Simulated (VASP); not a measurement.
K3Ge, 4 atoms in the cell. The structure is cubic, space group Fm-3m (No. 225). The conventional cell has a = 8.622 Å, b = 8.622 Å, c = 8.622 Å, α = 90.00°, β = 90.00°, γ = 90.00°. Ge (site symmetry m-3m) has 14 K at 3.73 to 4.31 Å within 4.9 Å. K (site symmetry m-3m) has 8 K at 3.73 Å and 6 Ge at 4.31 Å within 4.9 Å. K (site symmetry -43m) has 10 K at 3.73 to 4.31 Å and 4 Ge at 3.73 Å within 4.9 Å. 

| Quantity | Value |
| --- | --- |
| Program | VASP 6.6.1 |
| Task | single point |
| Functional | r2SCAN |
| Potentials or basis | VASP PAW PBE potentials, release 64 (Ge_d, K_sv) |
| Cutoff | 520 eV |
| k mesh | 5 × 5 × 5 |
| Occupations | methfessel-paxton, width 0.05 eV |
| Spin | no spin polarisation |
| Dipole correction | no |
| Further INCAR settings | ALGO = Normal; EDIFF = 1e-07; NBANDS = 28 |

Potentials or basis: VASP PAW PBE potentials, release 64 (Ge_d, K_sv).

Run with:

```sh
$ cat potpaw_PBE.64/Ge_d/POTCAR potpaw_PBE.64/K_sv/POTCAR > POTCAR
$ cp INCAR.step1 INCAR
$ mpirun -np 1 vasp_std > vasp.out
$ cp INCAR.step2 INCAR
$ mpirun -np 1 vasp_std > vasp.out
```

Hardware: 1 thread of AMD EPYC 9R45 96-Core Processor (Zen 5) (shared host).

**Question.** How long does it take, and how much memory?

**Answer.** Run time: 3.2 min on 1 thread of AMD EPYC 9R45 96-Core Processor (Zen 5), on a shared host, peak memory 0.34 GiB. Counts: k points 10.
